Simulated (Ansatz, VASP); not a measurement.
Pd: VASP beside Ansatz

```
CELL_PARAMETERS angstrom
0.00000 1.94490 1.99352
1.94490 0.00000 1.99352
1.94490 1.94490 0.00000
ATOMIC_POSITIONS crystal
Pd 0.00000 0.00000 0.00000
```

Change from the starting cell: strain +0.000 along x and y, +0.025 along z, atoms carried along.

Alike in both runs: task single point; functional PBE; k mesh 20 × 20 × 20; occupations gaussian, width 0.15 eV; no spin polarisation.

```csv
,VASP,Ansatz
version,VASP 6.6.1,Ansatz 0.2.0
potentials or method,"VASP PAW PBE potentials, release 64 (Pd), cutoff 520 eV","scalar-relativistic, plane waves, PAW"
valence electrons in the cell,10,18
```

Ansatz gave:

| Quantity | Value |
| --- | --- |
| gap on the k mesh at the Fermi level (eV) | none |
| pressure (GPa) | 2.9 |
| traceless stress, the component that is largest in VASP (GPa) | -0.95 |

Q: Estimate VASP's values.

A: gap on the k mesh at the Fermi level (eV): none; pressure (GPa): 2.7; traceless stress, the component that is largest in VASP (GPa): -0.93.

A gap of «none» marks a metal or a gap that the smearing closes. The functional is the same, so the differences come from potentials, cutoffs and numerics. VASP's potentials hold 10 valence electrons a cell and Ansatz's 18, so a difference there can come from the potentials and not from the codes.
